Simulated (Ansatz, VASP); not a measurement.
CuH2: VASP beside Ansatz

INCAR

```
PREC = Accurate
ENCUT = 600
EDIFF = 1E-6
ISMEAR = 0
SIGMA = 0.1
LREAL = False
LASPH = True
NELM = 60
ALGO = Normal
ISIF = 3
LWAVE = False
LCHARG = False
GGA = PE
IBRION = 2
NSW = 90
EDIFFG = -0.04
```

Contents of KPOINTS:

```
Automatic mesh
0
Gamma
  6 6 4
```

The input POSCAR:

```
CuH2
1.0
    3.7333310400      0.0000000000      0.0000000000
    0.0000000000      3.7333310400      0.0000000000
    0.0000000000      0.0000000000      3.9188415000
Cu H
2 4
Direct
    0.0000000000      0.0000000000      0.7500000000
    0.0000000000      0.0000000000      0.2500000000
    0.2225188300      0.2225188300      0.0000000000
    0.7774811700      0.7774811700      0.0000000000
    0.2225188300      0.7774811700      0.5000000000
    0.7774811700      0.2225188300      0.5000000000
```

Input for Ansatz:

```yaml
crystal:
  lattice:
    - [3.73333104, 0.0, 0.0]
    - [0.0, 3.73333104, 0.0]
    - [0.0, 0.0, 3.9188415]
  atoms:
    - { symbol: Cu, position: [0.0, 0.0, 0.75] }
    - { symbol: Cu, position: [0.0, 0.0, 0.25] }
    - { symbol: H, position: [0.22251883, 0.22251883, 0.0] }
    - { symbol: H, position: [0.77748117, 0.77748117, 0.0] }
    - { symbol: H, position: [0.22251883, 0.77748117, 0.5] }
    - { symbol: H, position: [0.77748117, 0.22251883, 0.5] }
basis:
  ecutwfc: 420
kpoints:
  mp_grid: { grid: [6, 6, 4] }
hamiltonian:
  xc: pbe
scf:
  occupations: { method: gaussian, width: 0.1 }
  lower_state_search: "off"
output:
  forces: true
  stress: true
  eigenvalues: true
relax:
  adjacent_minimum: "off"
  f_tol: 0.04
  max_steps: 70
  cell: { stress_tol: 0.4 }
```

Alike in both runs: task relaxation of cell and atoms; functional PBE; k mesh 6 × 6 × 4; occupations gaussian, width 0.1 eV; no spin polarisation.

```csv
,VASP,Ansatz
version,VASP 6.6.1,Ansatz 0.2.0
potentials or method,"VASP PAW PBE potentials, release 64 (Cu, H), cutoff 600 eV","scalar-relativistic, plane waves, PAW"
valence electrons in the cell,26,42
```

Ansatz gave:

| Property | Result |
| --- | --- |
| gap on the k mesh at the Fermi level, each at its own relaxed structure (eV) | none |
| relaxed volume (Å³/atom) | 8.59 |
| relaxed cell length with the largest relative difference (Å) | 3.265 |

Task: Estimate VASP's values.

Result: gap on the k mesh at the Fermi level, each at its own relaxed structure (eV): none; relaxed volume (Å³/atom): 8.70; relaxed cell length with the largest relative difference (Å): 3.282.

A gap of «none» marks a metal or a gap that the smearing closes. VASP's potentials hold 26 valence electrons a cell and Ansatz's 42, so a difference there can come from the potentials and not from the codes.

The k mesh is coarse, so the values compare programs but aren't converged.
